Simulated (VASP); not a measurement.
# Hg (Fd-3m) in VASP: further runs

Hg is run at these levels: PBEsol; tasks: single point, relaxation of cell and atoms.

All numbers are computed with VASP 6.6.1; they aren't measurements. Logs are shortened: lines on timing, memory, paths and dates and some standing lists are left out, and cuts for length are marked.

**1. The cell of the first run**

It takes space group Fd-3m (No. 227, cubic). Conventional cell: a = 6.625 Å, b = 6.625 Å, c = 6.625 Å, α = 90.00°, β = 90.00°, γ = 90.00°. Hg (site symmetry -43m) has 4 Hg at 2.87 Å within 3.8 Å.

**2. Single point, PBEsol**

Input file INCAR:

```
SYSTEM = Hg
PREC     = Accurate       ! precision mode
ENCUT    = 550            ! plane-wave cutoff, eV
EDIFF    = 1E-6           ! SCF threshold, eV
ISMEAR   = -1             ! smearing method
SIGMA    = 0.1            ! smearing width, eV
LREAL    = .False.        ! projectors in reciprocal space
LASPH    = .True.         ! aspherical terms in the spheres
NELM     = 120            ! most SCF steps
ALGO     = Normal         ! electronic algorithm
ISIF     = 2              ! what is computed and relaxed
LWAVE    = .False.        ! write WAVECAR
LCHARG   = .False.        ! write CHGCAR
GGA      = PS             ! functional
NBANDS   = 27             ! bands
GGA_COMPAT= .False.
```

Input file KPOINTS:

```
regular mesh
0
Gamma
  7 7 7
  0 0 0
```

Input file POSCAR:

```
Hg
1.0
    0.0000000000      3.3125088942      3.3125088942
    3.3125088942      0.0000000000      3.3125088942
    3.3125088942      3.3125088942      0.0000000000
Hg
2
Direct
    1.0000000000      1.0000000000      1.0000000000
    0.2500000000      0.2500000000      0.2500000000
```

Potentials or basis: VASP PAW PBE potentials, release 64 (Hg_sv_GW).

Launch:

```console
$ cat potpaw_PBE.64/Hg_sv_GW/POTCAR > POTCAR
$ mpirun -np 1 vasp_std > vasp.out
```

OUTCAR:

```text
SYSTEM = Hg
   PREC = Accurate
   ENCUT = 550
   EDIFF = 1E-6
   ISMEAR = -1
   LREAL = .False.
   LASPH = .True.
   NELM = 120
   ISIF = 2
   GGA = PS

 ion  position               nearest neighbor table
   1  0.000  0.000  0.000-   2 2.87   2 2.87   2 2.87   2 2.87
   2  0.250  0.250  0.250-   1 2.87   1 2.87   1 2.87   1 2.87

  LATTYP: Found a face centered cubic cell.
 ALAT       =     6.6250177884

  Lattice vectors:

 A1 = (   0.0000000000,   3.3125088942,   3.3125088942)
 A2 = (   3.3125088942,   0.0000000000,   3.3125088942)
 A3 = (   3.3125088942,   3.3125088942,   0.0000000000)

Analysis of symmetry for initial positions (statically):
=====================================================================
 Subroutine PRICEL returns:
 Original cell was already a primitive cell.

 Routine SETGRP: Setting up the symmetry group for a
 face centered cubic supercell.

 Subroutine GETGRP returns: Found 48 space group operations
 (whereof 24 operations were pure point group operations)
 out of a pool of 48 trial point group operations.

The static configuration has the point symmetry T_d .
 The point group associated with its full space group is O_h .

Analysis of symmetry for dynamics (positions and initial velocities):
=====================================================================
 Subroutine PRICEL returns:
 Original cell was already a primitive cell.

 Routine SETGRP: Setting up the symmetry group for a
 face centered cubic supercell.

 Subroutine GETGRP returns: Found 48 space group operations
 (whereof 24 operations were pure point group operations)
 out of a pool of 48 trial point group operations.

The dynamic configuration has the point symmetry T_d .
 The point group associated with its full space group is O_h .

 Subroutine INISYM returns: Found 48 space group operations
 (whereof 24 operations are pure point group operations),
 and found     1 'primitive' translations

----------------------------------------------------------------------------------------

                                     Primitive cell

  volume of cell :      72.6944

  direct lattice vectors                    reciprocal lattice vectors
     0.000000000  3.312508894  3.312508894    -0.150942991  0.150942991  0.150942991
     3.312508894  0.000000000  3.312508894     0.150942991 -0.150942991  0.150942991
     3.312508894  3.312508894  0.000000000     0.150942991  0.150942991 -0.150942991

  length of vectors
     4.684595004  4.684595004  4.684595004     0.261440929  0.261440929  0.261440929

  position of ions in fractional coordinates (direct lattice)
     0.000000000  0.000000000  0.000000000
     0.250000000  0.250000000  0.250000000

  ion indices of the primitive-cell ions
   primitive index   ion index
                 1           1
                 2           2

----------------------------------------------------------------------------------------

 KPOINTS: regular mesh

Automatic generation of k-mesh.
 Grid dimensions read from file:
 generate k-points for:    7    7    7

 Generating k-lattice:

  Cartesian coordinates                     Fractional coordinates (reciprocal lattice)
    -0.021563284  0.021563284  0.021563284     0.142857143  0.000000000  0.000000000
     0.021563284 -0.021563284  0.021563284     0.000000000  0.142857143  0.000000000
     0.021563284  0.021563284 -0.021563284     0.000000000  0.000000000  0.142857143

  Length of vectors
     0.037348704  0.037348704  0.037348704

  Shift w.r.t. Gamma in fractional coordinates (k-lattice)
     0.000000000  0.000000000  0.000000000

 Subroutine IBZKPT returns following result:
 ===========================================

 Found     20 irreducible k-points:

 Following reciprocal coordinates:
            Coordinates               Weight
  0.000000  0.000000  0.000000      1.000000
  0.142857  0.000000  0.000000      8.000000
  0.285714  0.000000  0.000000      8.000000
  0.428571  0.000000  0.000000      8.000000
  0.142857  0.142857  0.000000      6.000000
  0.285714  0.142857  0.000000     24.000000
[... 12 lines left out ...]
 -0.428571  0.428571  0.142857     24.000000
 -0.285714  0.428571  0.142857     24.000000
   k-points           NKPTS =     20   k-points in BZ     NKDIM =     20   number of bands    NBANDS=     27
   number of dos      NEDOS =    301   number of ions     NIONS =      2
   total plane-waves  NPLWV =  46656
   dimension x,y,z NGX =    36 NGY =   36 NGZ =   36
   dimension x,y,z NGXF=    72 NGYF=   72 NGZF=   72
   ions per type =               2
   NGX,Y,Z   is equivalent  to a cutoff of  12.78, 12.78, 12.78 a.u.
   NGXF,Y,Z  is equivalent  to a cutoff of  25.55, 25.55, 25.55 a.u.
 SYSTEM =  Hg
   PREC   = accura    normal or accurate (medium, high low for compatibility)
   ISTART =      0    job   : 0-new  1-cont  2-samecut
   ICHARG =      2    charge: 1-file 2-atom 10-const
   ISPIN  =      1    spin polarized calculation?
   LNONCOLLINEAR =      F non collinear calculations
   LSORBIT =      F    spin-orbit coupling
   LASPH  =      T    aspherical Exc in radial PAW
   ENCUT  =  550.0 eV  40.42 Ry    6.36 a.u.   8.96  8.96  8.96*2*pi/ulx,y,z
   NELM   =    120;   NELMIN=  2; NELMDL= -5     # of ELM steps
   EDIFF  = 0.1E-05   stopping-criterion for ELM
   LREAL  =      F    real-space projection
   EDIFFG = 0.1E-04   stopping-criterion for IOM
   NSW    =      0    number of steps for IOM
   IBRION =     -1    ionic relax: 0-MD 1-quasi-New 2-CG
   NFREE  =      0    steps in history (QN), initial steepest desc. (CG)
   ISIF   =      2    stress and relaxation
   ISYM   =      2    0-nonsym 1-usesym 2-fastsym
   POTIM  = 0.5000    time-step for ionic-motion
   TEBEG  =    0.0;   TEEND  =   0.0 temperature during run
   PSTRESS=    0.0 pullay stress
   NELECT =      40.0000    total number of electrons
   NUPDOWN=      -1.0000    fix difference up-down
   EMIN   =  10.00;   EMAX   =-10.00  energy-range for DOS
   EFERMI =   0.00;   METHOD = LEGACY
   ISMEAR =    -1;   SIGMA  =   0.10  broadening in eV -4-tet -1-fermi 0-gaus
   EFERMI_NEDOS =   21; number of points for ismear=-14 and -15
   IALGO  =     38    algorithm
   IMIX   =      4    mixing-type and parameters
     AMIX     =   0.40;   BMIX     =  1.00
     AMIX_MAG =   1.60;   BMIX_MAG =  1.00
  volume/ion in A,a.u.               =      36.35       245.28
  Fermi-wavevector in a.u.,A,eV,Ry     =   1.341512  2.535089 24.485772  1.799653
  Thomas-Fermi vector in A             =   2.469739
   LORBIT       =      0    0 simple, 1 ext, 2 COOP (PROOUT), +10 PAW based schemes
   GGA     = PS    functional components
   LHFCALC =     F    Hartree Fock is set to
   AEXX    =    0.0000 exact exchange contribution
   IVDW    =     0    specifies the selected vdW correction
   LEPSILON=     F    determine dielectric tensor
   LRPA    =     F    only Hartree local field effects (RPA)
 non-spin polarized calculation
  energy-cutoff  :      550.00
  volume of cell :       72.69
 maximum number of plane-waves:      2145
   NGX = 17   NGY = 17   NGZ = 17

 number of electron      39.9999987 magnetization

 Free energy of the ion-electron system (eV)
  ---------------------------------------------------
  ext. energy  EPLUGINS =         0.00000000
  ---------------------------------------------------
  free energy    TOTEN  =        -0.73890535 eV

  energy without entropy =       -0.70338955  energy(sigma->0) =       -0.72114745

 E-fermi :   2.6434     XC(G=0):  -8.8374

 val. band max:        2.5671425353   @ k =  -0.2857   0.4286   0.1429
 cond. band min:       2.6567731993   @ k =  -0.2857   0.2857   0.0000
 fundamental gap:      0.0896306640
 Fermi energy:         2.6434193950

 k-point     1 :       0.0000    0.0000    0.0000
  band No.  band energies     occupation
      1    -112.6217      2.00000
      2    -112.6162      2.00000
      3     -60.9324      2.00000
      4     -60.9324      2.00000
      5     -60.9324      2.00000
      6     -60.8852      2.00000
[... 19 lines left out ...]
     26       8.8902      0.00000
     27       9.1434      0.00000

 k-point     2 :       0.1429    0.0000    0.0000
  band No.  band energies     occupation
      1    -112.6215      2.00000
      2    -112.6164      2.00000
      3     -60.9331      2.00000
      4     -60.9331      2.00000
      5     -60.9316      2.00000
      6     -60.8860      2.00000
[... 19 lines left out ...]
     26       9.5168      0.00000
     27      10.9440      0.00000

 k-point     3 :       0.2857    0.0000    0.0000
  band No.  band energies     occupation
      1    -112.6209      2.00000
      2    -112.6169      2.00000
      3     -60.9346      2.00000
      4     -60.9346      2.00000
      5     -60.9296      2.00000
      6     -60.8881      2.00000
[... 19 lines left out ...]
     26      10.3260      0.00000
     27      11.0720      0.00000

 k-point     4 :       0.4286    0.0000    0.0000
  band No.  band energies     occupation
      1    -112.6204      2.00000
      2    -112.6175      2.00000
      3     -60.9357      2.00000
      4     -60.9357      2.00000
      5     -60.9277      2.00000
      6     -60.8899      2.00000
[... 19 lines left out ...]
     26       9.8987      0.00000
     27      13.3450      0.00000

 k-point     5 :       0.1429    0.1429    0.0000
  band No.  band energies     occupation
      1    -112.6214      2.00000
      2    -112.6165      2.00000
      3     -60.9339      2.00000
      4     -60.9339      2.00000
      5     -60.9302      2.00000
      6     -60.8874      2.00000
[... 19 lines left out ...]
     26      10.5254      0.00000
     27      11.1687      0.00000

 k-point     6 :       0.2857    0.1429    0.0000
  band No.  band energies     occupation
      1    -112.6210      2.00000
      2    -112.6169      2.00000
      3     -60.9354      2.00000
      4     -60.9354      2.00000
      5     -60.9275      2.00000
      6     -60.8901      2.00000
[... 324 lines left out ...]
      1    -112.6205      2.00000
      2    -112.6174      2.00000
      3     -60.9376      2.00000
      4     -60.9363      2.00000
      5     -60.9235      2.00000
      6     -60.8941      2.00000
[... 19 lines left out ...]
     26      12.0960      0.00000
     27      13.0472      0.00000

 k-point    18 :      -0.4286    0.2857    0.1429
  band No.  band energies     occupation
      1    -112.6199      2.00000
      2    -112.6179      2.00000
      3     -60.9389      2.00000
      4     -60.9373      2.00000
      5     -60.9195      2.00000
      6     -60.8981      2.00000
[... 19 lines left out ...]
     26      12.2520      0.00000
     27      13.1473      0.00000

 k-point    19 :      -0.4286    0.4286    0.1429
  band No.  band energies     occupation
      1    -112.6195      2.00000
      2    -112.6184      2.00000
      3     -60.9393      2.00000
      4     -60.9388      2.00000
      5     -60.9142      2.00000
      6     -60.9036      2.00000
[... 19 lines left out ...]
     26      13.1624      0.00000
     27      15.0236      0.00000

 k-point    20 :      -0.2857    0.4286    0.1429
  band No.  band energies     occupation
      1    -112.6193      2.00000
      2    -112.6185      2.00000
      3     -60.9397      2.00000
      4     -60.9385      2.00000
      5     -60.9133      2.00000
      6     -60.9045      2.00000
[... 19 lines left out ...]
     26      10.8674      0.00000
     27      14.6246      0.00000

------------------------ aborting loop because EDIFF is reached ----------------------------------------

  FORCE on cell =-STRESS in cart. coord.  units (eV):
  Direction    XX          YY          ZZ          XY          YZ          ZX
  --------------------------------------------------------------------------------------
  -------------------------------------------------------------------------------------
  Total       -0.0601185     -0.0601185     -0.0601185      0.0000000      0.0000000     -0.0000000
  in kB       -1.3250053     -1.3250053     -1.3250053      0.0000000      0.0000000     -0.0000000
  external PRESSURE =      -1.3250053 kB  Pullay stress =       0.0000000 kB

 VOLUME and BASIS-vectors are now :
 -----------------------------------------------------------------------------
  energy-cutoff  :      550.00
  volume of cell :       72.69
      direct lattice vectors                 reciprocal lattice vectors
     0.000000000  3.312508894  3.312508894    -0.150942991  0.150942991  0.150942991
     3.312508894  0.000000000  3.312508894     0.150942991 -0.150942991  0.150942991
     3.312508894  3.312508894  0.000000000     0.150942991  0.150942991 -0.150942991

 POSITION                                       TOTAL-FORCE (eV/Angst)
 -----------------------------------------------------------------------------------
      0.00000      0.00000      0.00000        -0.000000     -0.000000     -0.000000
      1.65625      1.65625      1.65625         0.000000      0.000000      0.000000
 -----------------------------------------------------------------------------------
    total drift:                                0.000000      0.000000      0.000000

  FREE ENERGIE OF THE ION-ELECTRON SYSTEM (eV)
  ---------------------------------------------------
  free  energy   TOTEN  =        -0.7389053501 eV

  energy  without entropy=       -0.7033895499  energy(sigma->0) =       -0.72114745
```

It took 57 s on 1 thread of Intel Xeon Platinum 8488C (Sapphire Rapids), shared host; peak memory 0.22 GiB.

Results:

| Property | Result |
| --- | --- |
| Free energy | -0.7389 eV |
| Pressure | -0.1 GPa |
| Band gap on the k mesh | zero (bands 20 and 21 overlap by 3.04 eV) |

Caveat: the PAW data sets were made with another functional, which shifts forces and pressure a little; spin-orbit coupling is left out, which moves the levels of the heavy elements.

**3. Relaxation of cell and atoms, PBEsol, target pressure 40 GPa, at which the enthalpy is minimised**

This run uses another cell than the first one, of 30.37 Å³/atom.

Input file INCAR:

```
  PREC = Accurate
  ENCUT = 550
  EDIFF = 1E-7
  ISMEAR = -1
  SIGMA = 0.1
  LREAL = F
  LASPH = T
  NELM = 120
  ALGO = Normal
  ISIF = 3
  LWAVE = F
  LCHARG = F
  GGA = PS
  IBRION = 2
  NSW = 60
  EDIFFG = -0.03
  PSTRESS = 400.0
  GGA_COMPAT = F
  NELMIN = 4
```

Input file KPOINTS:

```
Automatic mesh
0
Gamma
  7 7 7
```

Input file POSCAR:

```
Hg
1.0
    0.0000000000      3.1200000000      3.1200000000
    3.1200000000      0.0000000000      3.1200000000
    3.1200000000      3.1200000000      0.0000000000
Hg
2
Direct
    1.0000000000      1.0000000000      1.0000000000
    0.2500000000      0.2500000000      0.2500000000
```

Potentials or basis: VASP PAW PBE potentials, release 64 (Hg_sv_GW).

Launch:

```console
$ cat potpaw_PBE.64/Hg_sv_GW/POTCAR > POTCAR
$ mpirun -np 1 vasp_std > vasp.out
```

Wall time 4.8 min (1 thread of Intel Xeon Platinum 8488C (Sapphire Rapids), shared host); peak memory 0.24 GiB.

Results (log left out):

| Item | Value |
| --- | --- |
| Free energy | 1.1626 eV |
| Relaxed volume | 22.73 Å³/atom |
| Relaxed cell | a = 4.006 Å, b = 4.006 Å, c = 4.006 Å, α = 60.00°, β = 60.00°, γ = 60.00° |
| Space group after relaxing (to 0.1 Å) | Fd-3m (No. 227) |
| Energy change on relaxing (the run minimises the enthalpy) | +872.5 meV/atom |
| Ionic steps | 9 |
| Pressure after relaxing | 40.0 GPa |
| Band gap on the k mesh | zero (bands 20 and 21 overlap by 7.99 eV) |

The path:
| step | energy change (eV) | largest force (eV/Å) | pressure (GPa) | volume (Å³) |
| --- | --- | --- | --- | --- |
| 1 | 0.0000 | 0.0000 | 5.24 | 60.74 |
| 2 | 52.4588 | 0.0000 | 1202.56 | 19.28 |
| 3 | 0.2412 | 0.0000 | 11.17 | 55.89 |
| 4 | 0.5309 | 0.0000 | 17.30 | 52.60 |
| 5 | 2.0497 | 0.0000 | 45.60 | 44.32 |
| 6 | 1.6919 | 0.0000 | 39.04 | 45.68 |
| 7 | 1.7594 | 0.0000 | 40.26 | 45.40 |
| 8 | 1.7069 | 0.0000 | 39.31 | 45.62 |
| 9 | 1.7449 | 0.0000 | 40.00 | 45.46 |

Final structure:
```xyz
2
Lattice="0.0000 2.8327 2.8327 2.8327 0.0000 2.8327 2.8327 2.8327 0.0000" Properties=species:S:1:pos:R:3 pbc="T T T"
Hg    0.0000    0.0000    0.0000
Hg    1.4164    1.4164    1.4164
```

Levels at points of the mesh, in eV from the Fermi level:
```csv
k point,band 17,band 18,band 19,band 20,band 21,band 22,band 23,band 24
"(0.00, 0.00, 0.00)",-7.19,-6.06,-6.06,7.20,7.90,7.93,7.93,7.93
```

Caveat: the cell is relaxed towards a set pressure, so the run minimises the enthalpy, not the energy; the volume moved by over 15 % at a fixed basis, so the end points are rough; the PAW data sets were made with another functional, which shifts forces and pressure a little; spin-orbit coupling is left out, which moves the levels of the heavy elements.

[end of part 1 of 2]

The gap in the log of VASP goes by the Fermi energy; the results here count the filled bands.